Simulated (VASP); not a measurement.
# CaSe (I4mm) in VASP: single point with PBE

Aim: the single point of CaSe with PBE.

All numbers are computed with VASP 6.6.1; they aren't measurements. Logs are shortened: lines on timing, memory, paths and dates and some standing lists are left out, and cuts for length are marked.

## 1. The cell of the first run

The structure is tetragonal, space group I4mm (No. 107). The conventional cell has a = 4.180 Å, b = 4.180 Å, c = 5.912 Å, α = 90.00°, β = 90.00°, γ = 90.00°. Within 3.7 Å of Ca (site symmetry 4mm) lie 6 Se at 2.81 to 3.11 Å. Within 3.7 Å of Se (site symmetry 4mm) lie 6 Ca at 2.81 to 3.11 Å.

## 2. Single point, PBE (one atom moved)

The input, INCAR:

```
ALGO = Normal
EDIFF = 1E-6
ENCUT = 520
GGA = PE
ISIF = 2
ISMEAR = 0
LASPH = T
LCHARG = F
LREAL = F
LWAVE = F
NBANDS = 15
NELM = 100
PREC = Accurate
SIGMA = 0.02
```

The input, KPOINTS:

```
k-points
0
Gamma
  8 8 8
```

The input, POSCAR:

```
CaSe
1.0
    0.0000000000      2.9560000000      2.9560000000
    2.9560000000      0.0000000000      2.9560000000
    2.9560000000      2.9560000000      0.0000000000
Ca Se
1 1
Direct
    0.0253721245     -0.0253721245      0.0253721245
    0.5000000000      0.5000000000      0.5000000000
```

Potentials or basis: VASP PAW PBE potentials, release 64 (Ca_sv, Se).

The run is started by

```
$ cat potpaw_PBE.64/Ca_sv/POTCAR potpaw_PBE.64/Se/POTCAR > POTCAR
$ mpirun -np 1 vasp_std > vasp.out
```

OUTCAR:

```text
EDIFF = 1E-6
   ENCUT = 520
   GGA = PE
   ISIF = 2
   ISMEAR = 0
   LASPH = T
   LREAL = F
   NELM = 100
   PREC = Accurate

 ion  position               nearest neighbor table
   1  0.025  0.975  0.025-   2 2.81   2 2.96   2 2.96   2 2.96   2 2.96
   2  0.500  0.500  0.500-   1 2.81   1 2.96   1 2.96   1 2.96   1 2.96

  LATTYP: Found a face centered cubic cell.
 ALAT       =     5.9120000000

  Lattice vectors:

 A1 = (   0.0000000000,   2.9560000000,   2.9560000000)
 A2 = (   2.9560000000,   0.0000000000,   2.9560000000)
 A3 = (   2.9560000000,   2.9560000000,   0.0000000000)

Analysis of symmetry for initial positions (statically):
=====================================================================
 Subroutine PRICEL returns:
 Original cell was already a primitive cell.

 Routine SETGRP: Setting up the symmetry group for a
 face centered cubic supercell.

 Subroutine GETGRP returns: Found  8 space group operations
 (whereof  8 operations were pure point group operations)
 out of a pool of 48 trial point group operations.

The static configuration has the point symmetry C_4v.

Analysis of symmetry for dynamics (positions and initial velocities):
=====================================================================
 Subroutine PRICEL returns:
 Original cell was already a primitive cell.

 Routine SETGRP: Setting up the symmetry group for a
 face centered cubic supercell.

 Subroutine GETGRP returns: Found  8 space group operations
 (whereof  8 operations were pure point group operations)
 out of a pool of 48 trial point group operations.

The dynamic configuration has the point symmetry C_4v.

 Subroutine INISYM returns: Found  8 space group operations
 (whereof  8 operations are pure point group operations),
 and found     1 'primitive' translations

----------------------------------------------------------------------------------------

                                     Primitive cell

  volume of cell :      51.6587

  direct lattice vectors                    reciprocal lattice vectors
     0.000000000  2.956000000  2.956000000    -0.169147497  0.169147497  0.169147497
     2.956000000  0.000000000  2.956000000     0.169147497 -0.169147497  0.169147497
     2.956000000  2.956000000  0.000000000     0.169147497  0.169147497 -0.169147497

  length of vectors
     4.180415290  4.180415290  4.180415290     0.292972058  0.292972058  0.292972058

  position of ions in fractional coordinates (direct lattice)
     0.025372125  0.974627875  0.025372125
     0.500000000  0.500000000  0.500000000

  ion indices of the primitive-cell ions
   primitive index   ion index
                 1           1
                 2           2

----------------------------------------------------------------------------------------

 KPOINTS: k-points

Automatic generation of k-mesh.
 Grid dimensions read from file:
 generate k-points for:    8    8    8

 Generating k-lattice:

  Cartesian coordinates                     Fractional coordinates (reciprocal lattice)
    -0.021143437  0.021143437  0.021143437     0.125000000  0.000000000  0.000000000
     0.021143437 -0.021143437  0.021143437     0.000000000  0.125000000  0.000000000
     0.021143437  0.021143437 -0.021143437     0.000000000  0.000000000  0.125000000

  Length of vectors
     0.036621507  0.036621507  0.036621507

  Shift w.r.t. Gamma in fractional coordinates (k-lattice)
     0.000000000  0.000000000  0.000000000

 Subroutine IBZKPT returns following result:
 ===========================================

 Found     59 irreducible k-points:

 Following reciprocal coordinates:
            Coordinates               Weight
  0.000000  0.000000  0.000000      1.000000
  0.125000  0.000000  0.000000      8.000000
  0.250000  0.000000  0.000000      8.000000
  0.375000  0.000000  0.000000      8.000000
  0.500000  0.000000  0.000000      4.000000
  0.125000  0.125000  0.000000      4.000000
[... 16 lines left out ...]
  0.250000  0.000000  0.375000      8.000000
  0.500000  0.250000  0.000000     16.000000
 [... further k-points ...]
   k-points           NKPTS =     59   k-points in BZ     NKDIM =     59   number of bands    NBANDS=     15
   number of dos      NEDOS =    301   number of ions     NIONS =      2
   total plane-waves  NPLWV =  32768
   dimension x,y,z NGX =    32 NGY =   32 NGZ =   32
   dimension x,y,z NGXF=    64 NGYF=   64 NGZF=   64
   ions per type =               1   1
   NGX,Y,Z   is equivalent  to a cutoff of  12.73, 12.73, 12.73 a.u.
   NGXF,Y,Z  is equivalent  to a cutoff of  25.45, 25.45, 25.45 a.u.
 SYSTEM =  unknown system
   PREC   = accura    normal or accurate (medium, high low for compatibility)
   ISTART =      0    job   : 0-new  1-cont  2-samecut
   ICHARG =      2    charge: 1-file 2-atom 10-const
   ISPIN  =      1    spin polarized calculation?
   LNONCOLLINEAR =      F non collinear calculations
   LSORBIT =      F    spin-orbit coupling
   LASPH  =      T    aspherical Exc in radial PAW
   ENCUT  =  520.0 eV  38.22 Ry    6.18 a.u.   7.77  7.77  7.77*2*pi/ulx,y,z
   NELM   =    100;   NELMIN=  2; NELMDL= -5     # of ELM steps
   EDIFF  = 0.1E-05   stopping-criterion for ELM
   LREAL  =      F    real-space projection
   EDIFFG = 0.1E-04   stopping-criterion for IOM
   NSW    =      0    number of steps for IOM
   IBRION =     -1    ionic relax: 0-MD 1-quasi-New 2-CG
   NFREE  =      0    steps in history (QN), initial steepest desc. (CG)
   ISIF   =      2    stress and relaxation
   ISYM   =      2    0-nonsym 1-usesym 2-fastsym
   POTIM  = 0.5000    time-step for ionic-motion
   TEBEG  =    0.0;   TEEND  =   0.0 temperature during run
   PSTRESS=    0.0 pullay stress
   NELECT =      16.0000    total number of electrons
   NUPDOWN=      -1.0000    fix difference up-down
   EMIN   =  10.00;   EMAX   =-10.00  energy-range for DOS
   EFERMI =   0.00;   METHOD = LEGACY
   ISMEAR =     0;   SIGMA  =   0.02  broadening in eV -4-tet -1-fermi 0-gaus
   EFERMI_NEDOS =   21; number of points for ismear=-14 and -15
   IALGO  =     38    algorithm
   IMIX   =      4    mixing-type and parameters
     AMIX     =   0.40;   BMIX     =  1.00
     AMIX_MAG =   1.60;   BMIX_MAG =  1.00
  volume/ion in A,a.u.               =      25.83       174.30
  Fermi-wavevector in a.u.,A,eV,Ry     =   1.107645  2.093145 16.692666  1.226876
  Thomas-Fermi vector in A             =   2.244161
   LORBIT       =      0    0 simple, 1 ext, 2 COOP (PROOUT), +10 PAW based schemes
   GGA     = PE    functional components
   LHFCALC =     F    Hartree Fock is set to
   AEXX    =    0.0000 exact exchange contribution
   IVDW    =     0    specifies the selected vdW correction
   LEPSILON=     F    determine dielectric tensor
   LRPA    =     F    only Hartree local field effects (RPA)
 non-spin polarized calculation
 Gauss-broadening in eV      SIGMA  =   0.02
  energy-cutoff  :      520.00
  volume of cell :       51.66
 maximum number of plane-waves:      1411
   NGX = 15   NGY = 15   NGZ = 15

 number of electron      16.0000000 magnetization

 Free energy of the ion-electron system (eV)
  ---------------------------------------------------
  ext. energy  EPLUGINS =         0.00000000
  ---------------------------------------------------
  free energy    TOTEN  =        -9.44316767 eV

  energy without entropy =       -9.44316767  energy(sigma->0) =       -9.44316767

 E-fermi :   2.6263     XC(G=0):  -9.1574

 val. band max:        2.4177532933   @ k =   0.0000   0.0000   0.0000
 cond. band min:       4.4824366971   @ k =   0.5000   0.0000   0.5000
 fundamental gap:      2.0646834038
 Fermi energy:         2.6263218625

 k-point     1 :       0.0000    0.0000    0.0000
  band No.  band energies     occupation
      1     -37.2711      2.00000
      2     -18.2724      2.00000
      3     -18.2667      2.00000
      4     -18.2667      2.00000
      5      -9.3501      2.00000
      6       2.4005      2.00000
      7       2.4178      2.00000
      8       2.4178      2.00000
      9       5.7992      0.00000
     10       6.1808      0.00000
     11       6.2241      0.00000
     12       6.2241      0.00000
     13       6.7486      0.00000
     14       6.8484      0.00000
     15      12.1027      0.00000

 k-point     2 :       0.1250    0.0000    0.0000
  band No.  band energies     occupation
      1     -37.2701      2.00000
      2     -18.2869      2.00000
      3     -18.2708      2.00000
      4     -18.2679      2.00000
      5      -9.2571      2.00000
      6       1.6491      2.00000
      7       2.1898      2.00000
      8       2.1996      2.00000
      9       6.0665      0.00000
     10       6.3674      0.00000
     11       6.3898      0.00000
     12       6.7612      0.00000
     13       7.1878      0.00000
     14       7.3146      0.00000
     15      12.2918      0.00000

 k-point     3 :       0.2500    0.0000    0.0000
  band No.  band energies     occupation
      1     -37.2676      2.00000
      2     -18.3281      2.00000
      3     -18.2739      2.00000
      4     -18.2708      2.00000
      5      -9.0213      2.00000
      6       0.4359      2.00000
      7       1.7451      2.00000
      8       1.7517      2.00000
      9       6.1630      0.00000
     10       6.8758      0.00000
     11       6.8788      0.00000
     12       8.0920      0.00000
     13       8.1892      0.00000
     14       8.3580      0.00000
     15      11.8677      0.00000
[... 343 lines left out ...]
 k-point    23 :       0.2500    0.0000    0.3750
  band No.  band energies     occupation
      1     -37.2645      2.00000
      2     -18.3435      2.00000
      3     -18.2911      2.00000
      4     -18.2882      2.00000
      5      -8.8434      2.00000
      6      -0.0031      2.00000
      7       1.4079      2.00000
      8       1.6104      2.00000
      9       5.2573      0.00000
     10       7.4896      0.00000
     11       7.5478      0.00000
     12       8.2253      0.00000
     13       8.2421      0.00000
     14       9.7892      0.00000
     15      11.2472      0.00000

 k-point    24 :       0.5000    0.2500    0.0000
  band No.  band energies     occupation
      1     -37.2631      2.00000
      2     -18.3548      2.00000
      3     -18.3036      2.00000
      4     -18.2897      2.00000
      5      -8.7121      2.00000
      6      -0.1980      2.00000
      7       0.8431      2.00000
      8       1.3827      2.00000
      9       5.8535      0.00000
     10       8.0935      0.00000
     11       8.1545      0.00000
     12       8.3942      0.00000
     13       8.4645      0.00000
     14       9.3048      0.00000
     15      10.8224      0.00000

 [... further k-points ...]

------------------------ aborting loop because EDIFF is reached ----------------------------------------

  FORCE on cell =-STRESS in cart. coord.  units (eV):
  Direction    XX          YY          ZZ          XY          YZ          ZX
  --------------------------------------------------------------------------------------
  -------------------------------------------------------------------------------------
  Total        0.4015580      0.8982321      0.4015580      0.0000000      0.0000000      0.0000000
  in kB       12.4541931     27.8583800     12.4541931      0.0000000      0.0000000      0.0000000
  external PRESSURE =      17.5889221 kB  Pullay stress =       0.0000000 kB

 VOLUME and BASIS-vectors are now :
 -----------------------------------------------------------------------------
  energy-cutoff  :      520.00
  volume of cell :       51.66
      direct lattice vectors                 reciprocal lattice vectors
     0.000000000  2.956000000  2.956000000    -0.169147497  0.169147497  0.169147497
     2.956000000  0.000000000  2.956000000     0.169147497 -0.169147497  0.169147497
     2.956000000  2.956000000  0.000000000     0.169147497  0.169147497 -0.169147497

 POSITION                                       TOTAL-FORCE (eV/Angst)
 -----------------------------------------------------------------------------------
      2.95600      0.15000      2.95600         0.000000     -0.509111      0.000000
      2.95600      2.95600      2.95600         0.000000      0.509111      0.000000
 -----------------------------------------------------------------------------------
    total drift:                                0.000000     -0.000025      0.000000

  FREE ENERGIE OF THE ION-ELECTRON SYSTEM (eV)
  ---------------------------------------------------
  free  energy   TOTEN  =        -9.4431676689 eV

  energy  without entropy=       -9.4431676689  energy(sigma->0) =       -9.44316767
```

Run time: 14 s. Hardware: 1 thread of Intel Xeon 6975P-C (Granite Rapids), shared host; peak memory 0.19 GiB.

Results:

| Property | Result |
| --- | --- |
| Free energy | -9.4432 eV |
| Pressure | 1.8 GPa |
| Largest force | 0.509 eV/Å |
| Band gap on the k mesh | 2.06 eV, indirect (least direct gap 2.96 eV) |

Forces on the atoms (eV/Å):
```
Ca   0.000 -0.509  0.000
Se   0.000  0.509  0.000
```

Caveat: the cell differs from its parent crystal (one atom moved). A k mesh can miss the band edges.
